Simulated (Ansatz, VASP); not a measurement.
B3N2 in VASP and in Ansatz

Contents of INCAR:

```
PREC     = Accurate       # precision mode
ENCUT    = 520            # plane-wave cutoff, eV
EDIFF    = 1E-6           # SCF threshold, eV
ISMEAR   = 0              # smearing method
SIGMA    = 0.1            # smearing width, eV
LREAL    = False          # projectors in reciprocal space
LASPH    = True           # aspherical terms in the spheres
NELM     = 150            # most SCF steps
ALGO     = Normal         # electronic algorithm
ISIF     = 2              # what is computed and relaxed
LWAVE    = False          # write WAVECAR
LCHARG   = False          # write CHGCAR
ISPIN    = 2              # spin polarisation
MAGMOM   = 0 0 0 1 1      # initial moments
LORBIT   = 11             # projections on sites
GGA      = PE             # functional
NBANDS   = 22             # bands
```

File KPOINTS:

```
Automatic mesh
0
Gamma
  6 6 4
```

The input POSCAR:

```
B3N2
1.0
    3.7027617562      0.0000000000      0.0000000000
   -1.8513808781      3.2066857450      0.0000000000
    0.0000000000      0.0000000000      4.4300446060
B N
3 2
Direct
    0.5162161658      0.4837838342      0.9481813290
    0.5162161658      0.0324323316      0.9481813290
    0.9675676684      0.4837838342      0.9481813290
    0.3333333333      0.6666666667      0.1393747855
    0.0000000000      0.0000000000      0.7920027675
```

Input for Ansatz:

```yaml
crystal:
  lattice:
    - [3.7027617562, 0.0, 0.0]
    - [-1.8513808781, 3.206685745, 0.0]
    - [0.0, 0.0, 4.430044606]
  atoms:
    - { symbol: B, position: [0.5162161658, 0.4837838342, 0.948181329] }
    - { symbol: B, position: [0.5162161658, 0.0324323316, 0.948181329] }
    - { symbol: B, position: [0.9675676684, 0.4837838342, 0.948181329] }
    - { symbol: "N", position: [0.3333333333, 0.6666666667, 0.1393747855], spin: 1.0 }
    - { symbol: "N", position: [0.0, 0.0, 0.7920027675], spin: 1.0 }
basis:
  ecutwfc: 420
kpoints:
  mp_grid: { grid: [6, 6, 4] }
hamiltonian:
  xc: pbe
scf:
  occupations: { method: gaussian, width: 0.1 }
  lower_state_search: "off"
output:
  forces: true
  stress: true
  eigenvalues: true
  populations: true
magnetization:
  spin_polarized: true
```

Alike in both runs: task single point; functional PBE; k mesh 6 × 6 × 4; occupations gaussian, width 0.1 eV; collinear spin.

|  | VASP | Ansatz |
| --- | --- | --- |
| version | VASP 6.6.1 | Ansatz 0.2.0 |
| potentials or method | VASP PAW PBE potentials, release 64 (B, N), cutoff 520 eV | scalar-relativistic, plane waves, PAW |
| valence electrons in the cell | 19 | 19 |

Ansatz gave:

| Quantity | Value |
| --- | --- |
| gap on the k mesh at the Fermi level (eV) | none |
| pressure (GPa) | 0.2 |
| traceless stress, the component that is largest in VASP (GPa) | 0.22 |
| rms of the force components (eV/Å) | 0.007 |
| net moment per atom (μB) | 0.00 |

What did VASP give for the same quantities?

gap on the k mesh at the Fermi level (eV): none; pressure (GPa): 0.3; traceless stress, the component that is largest in VASP (GPa): 0.07; rms of the force components (eV/Å): 0.030; net moment per atom (μB): 0.00.

Atom by atom the forces differ by 0.023 eV/Å (rms over components). A gap of «none» marks a metal or a gap that the smearing closes. Ansatz's warnings: filled band counts differ across k points, seeded moment not kept.
